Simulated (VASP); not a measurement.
Runs of VASP 6.6.1 on Mg2Zn3O. The structure is that of space group P-3m1 (No. 164), or close to it. The cells are those of the table. 

```tsv
task	cell	k mesh	cutoff (eV)	smearing	gap on the mesh (eV)	pressure (GPa)	largest force (eV/Å)
single point	a = 3.030, b = 3.030, c = 11.094 Å, angles 90.0, 90.0, 120.0°, 6 atoms	6 × 6 × 2	600	gaussian 0.1 eV	none	0.1	0.02
relaxation of cell and atoms	relaxed from a = 2.900, b = 2.900, c = 11.400 Å, angles 90.0, 90.0, 120.0°, 6 atoms	6 × 6 × 2	600	gaussian 0.2 eV	none	0.1	0.01
single point	a = 3.030, b = 3.030, c = 11.094 Å, angles 90.0, 90.0, 120.0°, 6 atoms	6 × 6 × 2	520	gaussian 0.2 eV	none	0.1	0.02
single point	a = 3.020, b = 3.020, c = 11.138 Å, angles 90.0, 90.0, 120.0°, 6 atoms	12 × 12 × 4	520	gaussian 0.1 eV	none	-0.1	0.02
single point	a = 2.986, b = 2.986, c = 11.053 Å, angles 90.0, 90.0, 120.0°, 6 atoms	12 × 12 × 4	520	gaussian 0.1 eV	none	(a)	0.02
```

Alike in all rows: level PBE; potentials or basis VASP PAW PBE potentials, release 64 (Mg, Zn, O); no spin polarisation.

**Question.** Estimate the missing entries.

**Answer.** (a) 2.2.

Caveats: some runs use coarse meshes; the relaxation stopped at a loose force limit of 0.08 eV/Å, so its end isn't a converged minimum (some runs).

A gap of «none» marks levels without a gap at the run's occupations.
